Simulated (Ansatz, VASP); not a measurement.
LaFeGe in VASP and in Ansatz

INCAR

```
PREC = Accurate
ENCUT = 600
EDIFF = 1E-6
ISMEAR = -1
SIGMA = 0.05
LREAL = False
LASPH = True
NELM = 200
ALGO = Normal
ISIF = 2
LWAVE = False
LCHARG = True
ISPIN = 2
MAGMOM = 0 0 1.5
LORBIT = 11
NUPDOWN = 1.5
LMAXMIX = 6
GGA = PE
LELF = True
LVHAR = True
NBANDS = 32
GGA_COMPAT = False
```

File KPOINTS:

```
Automatic mesh
0
Gamma
  6 6 5
```

File POSCAR:

```
LaFeGe
1.0
    4.2318077991      0.0000000000      0.0000000000
   -2.1159038996      3.6648530580      0.0000000000
    0.0000000000      0.0000000000      4.2857840000
La Ge Fe
1 1 1
Direct
    0.0000000000      0.0000000000      0.0000000000
    0.6666666667      0.3333333333      0.5000000000
    0.3333333333      0.6666666667      0.5000000000
```

File input.yaml:

```yaml
crystal:
  lattice:
    - [4.2318077991, 0.0, 0.0]
    - [-2.1159038996, 3.664853058, 0.0]
    - [0.0, 0.0, 4.285784]
  atoms:
    - { symbol: La, position: [0.0, 0.0, 0.0] }
    - { symbol: Ge, position: [0.6666666667, 0.3333333333, 0.5] }
    - { symbol: Fe, position: [0.3333333333, 0.6666666667, 0.5], spin: 1.5 }
hamiltonian:
  xc: pbe
  pseudopotentials: { kind: paw }
magnetization:
  spin_polarized: true
  initial_magnetization: 1.5
  spin_locking: { lock_magnetization: hard }
kpoints:
  mp_grid: { grid: [6, 6, 5] }
scf:
  occupations: { method: fermi_dirac, width: 0.05 }
  lower_state_search: "off"
output:
  forces: true
  stress: true
  eigenvalues: true
```

Alike in both runs: task single point; functional PBE; k mesh 6 × 6 × 5; occupations fermi-dirac, width 0.05 eV; collinear spin; fixed moment 1.5 μB.

|  | VASP | Ansatz |
| --- | --- | --- |
| version | VASP 6.6.1 | Ansatz 0.2.0 |
| potentials or method | VASP PAW PBE potentials, release 64 (La, Ge_d, Fe_sv) | Ansatz PAW |
| plane-wave cutoff (eV) | 600 | 420 |
| valence electrons in the cell | 41 | 41 |

|  | VASP | Ansatz | Ansatz less VASP |
| --- | --- | --- | --- |
| pressure (GPa) | -1.7 | -1.4 | +0.33 |
| traceless stress, the component that is largest in VASP (GPa) | 0.10 | 0.09 | -0.013 |
| net moment per atom (μB) | 0.50 | 0.50 | 0.000 |
| size of the moment on the site where the two differ most (μB) | 1.73 | 1.79 | +0.058 |

Site moments also hang on the region over which each program counts them.

Neither program's run includes spin-orbit coupling.
